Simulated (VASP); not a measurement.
Runs of VASP 6.6.1 on PbS. The structure is that of space group F-43m (No. 216), or close to it. The cells are those of the table. 

```tsv
spin	cell	k mesh	pressure (GPa)	moment (μB)
non-collinear, zero start, SOC	a = 4.778 Å, angles 60.0°, 2 atoms	6 × 6 × 6	(a)	0.00
non-collinear, zero start, SOC	a = 4.701 Å, angles 60.0°, 2 atoms	6 × 6 × 6	-0.1	0.00
non-collinear, zero start, SOC	a = 4.637 Å, angles 60.0°, 2 atoms	6 × 6 × 6	1.5	0.00
off	a = 4.701 Å, angles 60.0°, 2 atoms	10 × 10 × 10	-0.1	-
non-collinear, zero start, SOC	a = 4.701 Å, angles 60.0°, 2 atoms	8 × 8 × 8	-0.1	0.00
```

Alike in all rows: task single point; level PBE; potentials or basis VASP PAW PBE potentials, release 64 (Pb_d, S); cutoff (eV) 520; smearing gaussian 0.05 eV.

**Question.** Estimate the missing entries.

**Answer.** (a) -1.6.
